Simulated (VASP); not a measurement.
# Si4O in VASP: a series of runs, part 2 of 2

VASP 6.6.1. Earlier steps stand in the parts before.

## (3) Single point, PBE+D3(BJ), collinear spin, ferromagnetic start

INCAR

```
  PREC = Accurate
  ENCUT = 520
  EDIFF = 1E-6
  ISMEAR = 0
  SIGMA = 0.05
  LREAL = F
  LASPH = T
  NELM = 150
  ALGO = Normal
  ISIF = 2
  LWAVE = F
  LCHARG = F
  ISPIN = 2
  MAGMOM = 0 0 0 0 2
  LORBIT = 11
  LDIPOL = T
  IDIPOL = 3
  DIPOL = 0.5 0.5 0.329
  GGA = PE
  IVDW = 12
  NBANDS = 23
```

KPOINTS

```
regular mesh
0
Gamma
  7 7 1
```

POSCAR

```
Si4O
1.0
    3.8333442603      0.0000000000      0.0000000000
    0.0000000000      3.8333442603      0.0000000000
    0.0000000000      0.0000000000     21.2034818054
Si O
4 1
Direct
    0.0000000000      0.5000000000      0.1886482624
    0.0000000000      0.0000000000      0.2525666261
    0.5000000000      0.0000000000      0.3191936744
    0.5000000000      0.5000000000      0.3821769405
    0.8750000000      0.5000000000      0.5000821046
```

Potentials or basis: VASP PAW PBE potentials, release 64 (Si, O).

Started as:

```
cat potpaw_PBE.64/Si/POTCAR potpaw_PBE.64/O/POTCAR > POTCAR
mpirun -np 1 vasp_std > vasp.out
```

OUTCAR:

```text
PREC = Accurate
   ENCUT = 520
   EDIFF = 1E-6
   ISMEAR = 0
   LREAL = F
   LASPH = T
   NELM = 150
   ISIF = 2
   ISPIN = 2
   LORBIT = 11
   GGA = PE
   IVDW = 12
 IVDW          = 12

 ion  position               nearest neighbor table
   1  0.000  0.500  0.189-   2 2.35   2 2.35
   2  0.000  0.000  0.253-   1 2.35   1 2.35   3 2.38   3 2.38
   3  0.500  0.000  0.319-   4 2.34   4 2.34   2 2.38   2 2.38
   4  0.500  0.500  0.382-   3 2.34   3 2.34
   5  0.875  0.500  0.500-

  LATTYP: Found a simple tetragonal cell.
 ALAT       =     3.8333442603
 C/A-ratio  =     5.5313273125

  Lattice vectors:

 A1 = (   3.8333442603,   0.0000000000,   0.0000000000)
 A2 = (   0.0000000000,   3.8333442603,   0.0000000000)
 A3 = (   0.0000000000,   0.0000000000,  21.2034818054)

Analysis of symmetry for initial positions (statically):
=====================================================================
 Subroutine PRICEL returns:
 Original cell was already a primitive cell.

 Routine SETGRP: Setting up the symmetry group for a
 simple tetragonal supercell.

 Subroutine GETGRP returns: Found  2 space group operations
 (whereof  2 operations were pure point group operations)
 out of a pool of 16 trial point group operations.

The static configuration has the point symmetry C_1h.

Analysis of symmetry for dynamics (positions and initial velocities):
=====================================================================
 Subroutine PRICEL returns:
 Original cell was already a primitive cell.

 Routine SETGRP: Setting up the symmetry group for a
 simple tetragonal supercell.

 Subroutine GETGRP returns: Found  2 space group operations
 (whereof  2 operations were pure point group operations)
 out of a pool of 16 trial point group operations.

The dynamic configuration has the point symmetry C_1h.

Analysis of structural, dynamic, and magnetic symmetry:
=====================================================================
 Subroutine PRICEL returns:
 Original cell was already a primitive cell.

 Routine SETGRP: Setting up the symmetry group for a
 simple tetragonal supercell.

 Subroutine GETGRP returns: Found  2 space group operations
 (whereof  2 operations were pure point group operations)
 out of a pool of 16 trial point group operations.

The overall configuration has the point symmetry C_1h.

 Subroutine INISYM returns: Found  2 space group operations
 (whereof  2 operations are pure point group operations),
 and found     1 'primitive' translations

----------------------------------------------------------------------------------------

                                     Primitive cell

  volume of cell :     311.5752

  direct lattice vectors                    reciprocal lattice vectors
     3.833344260  0.000000000  0.000000000     0.260868822  0.000000000  0.000000000
     0.000000000  3.833344260  0.000000000     0.000000000  0.260868822  0.000000000
     0.000000000  0.000000000 21.203481805     0.000000000  0.000000000  0.047162066

  length of vectors
     3.833344260  3.833344260 21.203481805     0.260868822  0.260868822  0.047162066
[... 84 lines left out ...]
   ISIF   =      2    stress and relaxation
   ISYM   =      2    0-nonsym 1-usesym 2-fastsym
   POTIM  = 0.5000    time-step for ionic-motion
   TEBEG  =    0.0;   TEEND  =   0.0 temperature during run
   PSTRESS=    0.0 pullay stress
   NELECT =      22.0000    total number of electrons
   NUPDOWN=      -1.0000    fix difference up-down
   EMIN   =  10.00;   EMAX   =-10.00  energy-range for DOS
   EFERMI =   0.00;   METHOD = LEGACY
   ISMEAR =     0;   SIGMA  =   0.05  broadening in eV -4-tet -1-fermi 0-gaus
   EFERMI_NEDOS =   21; number of points for ismear=-14 and -15
   IALGO  =     38    algorithm
   IMIX   =      4    mixing-type and parameters
     AMIX     =   0.40;   BMIX     =  1.00
     AMIX_MAG =   1.60;   BMIX_MAG =  1.00
  volume/ion in A,a.u.               =      62.32       420.52
  Fermi-wavevector in a.u.,A,eV,Ry     =   0.676646  1.278675  6.229423  0.457850
  Thomas-Fermi vector in A             =   1.754020
   LORBIT       =     11    0 simple, 1 ext, 2 COOP (PROOUT), +10 PAW based schemes
   GGA     = PE    functional components
   LHFCALC =     F    Hartree Fock is set to
   AEXX    =    0.0000 exact exchange contribution
   IVDW    =    12    specifies the selected vdW correction
   LEPSILON=     F    determine dielectric tensor
   LRPA    =     F    only Hartree local field effects (RPA)
 spin polarized calculation
 Gauss-broadening in eV      SIGMA  =   0.05
  energy-cutoff  :      520.00
  volume of cell :      311.58
 maximum number of plane-waves:      8422
 NGX is ok and might be reduce to    30
   NGX = 15   NGY = 15   NGZ = 79

 dipolmoment           0.000000      0.000000     -0.002430 electrons x Angstroem

 number of electron      21.9999997 magnetization       1.5864793

 dipolmoment           0.000000      0.000000      0.180141 electrons x Angstroem

 Free energy of the ion-electron system (eV)
  ---------------------------------------------------
  ext. energy  EPLUGINS =         0.00000000
  ---------------------------------------------------
  free energy    TOTEN  =       -20.65652608 eV

  energy without entropy =      -20.65023151  energy(sigma->0) =      -20.65337880

 E-fermi :  -3.0420     XC(G=0):  -3.7920

 val. band max:       -3.0475204281   @ k =  -0.1429   0.2857   0.0000
 cond. band min:      -3.0324354980   @ k =  -0.1429   0.2857   0.0000
 fundamental gap:      0.0150849301
 Fermi energy:        -3.0419721882

 spin component 1

 k-point     1 :       0.0000    0.0000    0.0000
  band No.  band energies     occupation
      1     -20.5808      1.00000
      2     -14.0577      1.00000
      3     -11.8909      1.00000
      4      -8.5441      1.00000
      5      -5.6784      1.00000
      6      -5.6623      1.00000
[... 405 lines left out ...]
     22       5.7933      0.00000
     23       6.2403      0.00000
 Fermi energy:        -3.0419721882

 spin component 2

 k-point     1 :       0.0000    0.0000    0.0000
  band No.  band energies     occupation
      1     -17.8687      1.00000
      2     -14.0581      1.00000
      3     -11.8960      1.00000
      4      -8.5525      1.00000
      5      -5.1294      1.00000
      6      -4.9433      1.00000
[... 405 lines left out ...]
     22       5.7937      0.00000
     23       6.2430      0.00000

------------------------ aborting loop because EDIFF is reached ----------------------------------------

 vacuum level on the upper side and lower side of the slab       (xc-potential included)         1.077        -1.081

 Edisp (eV)   -0.98909

 E8    (eV) :    -0.4216

  FORCE on cell =-STRESS in cart. coord.  units (eV):
  Direction    XX          YY          ZZ          XY          YZ          ZX
  --------------------------------------------------------------------------------------
  -------------------------------------------------------------------------------------
  Total      -5.12933    -0.86223    -3.83481     0.00000     0.00000    -1.19587
  in kB     -26.37596    -4.43372   -19.71930     0.00000     0.00000    -6.14936
  external pressure =      -16.84 kB  Pullay stress =        0.00 kB

 VOLUME and BASIS-vectors are now :
 -----------------------------------------------------------------------------
  energy-cutoff  :      520.00
  volume of cell :      311.58
      direct lattice vectors                 reciprocal lattice vectors
     3.833344260  0.000000000  0.000000000     0.260868822  0.000000000  0.000000000
     0.000000000  3.833344260  0.000000000     0.000000000  0.260868822  0.000000000
     0.000000000  0.000000000 21.203481805     0.000000000  0.000000000  0.047162066

 POSITION                                       TOTAL-FORCE (eV/Angst)
 -----------------------------------------------------------------------------------
      0.00000      1.91667      4.00000         0.007958      0.000000     -0.099425
      0.00000      0.00000      5.35529         0.033019      0.000000      0.231617
      1.91667      0.00000      6.76802         0.115952      0.000000      0.099628
      1.91667      1.91667      8.10348         0.210000      0.000000      1.145742
      3.35418      1.91667     10.60348        -0.366929      0.000000     -1.377562
 -----------------------------------------------------------------------------------
    total drift:                               -0.000020      0.000000     -0.000042

  FREE ENERGIE OF THE ION-ELECTRON SYSTEM (eV)
  ---------------------------------------------------
  free  energy   TOTEN  =       -21.6456179247 eV

  energy  without entropy=      -21.6393233544  energy(sigma->0) =      -21.64247064

 vacuum level on the upper side and lower side of the slab         4.550         2.343

 total charge

# of ion       s       p       d       tot
------------------------------------------
    1        0.865   0.720   0.000   1.586
    2        0.776   0.892   0.000   1.669
    3        0.775   0.897   0.000   1.672
    4        0.857   0.688   0.000   1.544
    5        1.621   2.960   0.000   4.581
--------------------------------------------------
tot          4.894   6.158   0.000  11.052

 magnetization (x)

# of ion       s       p       d       tot
------------------------------------------
    1       -0.001  -0.016   0.000  -0.017
    2        0.002  -0.009   0.000  -0.007
    3        0.005  -0.005   0.000   0.001
    4        0.016  -0.007   0.000   0.009
    5        0.013   1.310   0.000   1.322
--------------------------------------------------
tot          0.035   1.273   0.000   1.308
```

Wall time 12 min (1 thread of Intel Xeon 6975P-C (Granite Rapids), shared host); peak memory 0.58 GiB.

Results:

```yaml
Free_energy: -21.6456 eV
Largest_force: 1.426 eV/Å
Net_moment: 1.59 μB per cell
Site_moments: Si -0.02, -0.01, +0.00, +0.01; O +1.32 μB
Valence_electrons_inside_the_program's_atomic_spheres: Si 1.59, 1.67, 1.54 (each value once); O 4.58
Dispersion_energy_per_atom: -0.198 eV
```

Forces in eV/Å, atoms in the order of the input:
```
Si   0.008  0.000 -0.099
Si   0.033  0.000  0.232
Si   0.116  0.000  0.100
Si   0.210  0.000  1.146
O   -0.367  0.000 -1.378
```

Levels at points of the mesh, in eV from the Fermi level:
Spin up:
```
           k point  band 8  band 9  band 10  band 11  band 12  band 13  band 14  band 15  band 16  band 17
(0.00, 0.00, 0.00)   -2.09   -1.81    -1.22    -0.68     0.61     1.26     1.73     1.92     3.00     3.33
```
Spin down:
```
           k point  band 6  band 7  band 8  band 9  band 10  band 11  band 12  band 13  band 14  band 15
(0.00, 0.00, 0.00)   -1.90   -1.80   -0.69   -0.43     0.21     0.33     0.82     1.30     1.73     1.94
```
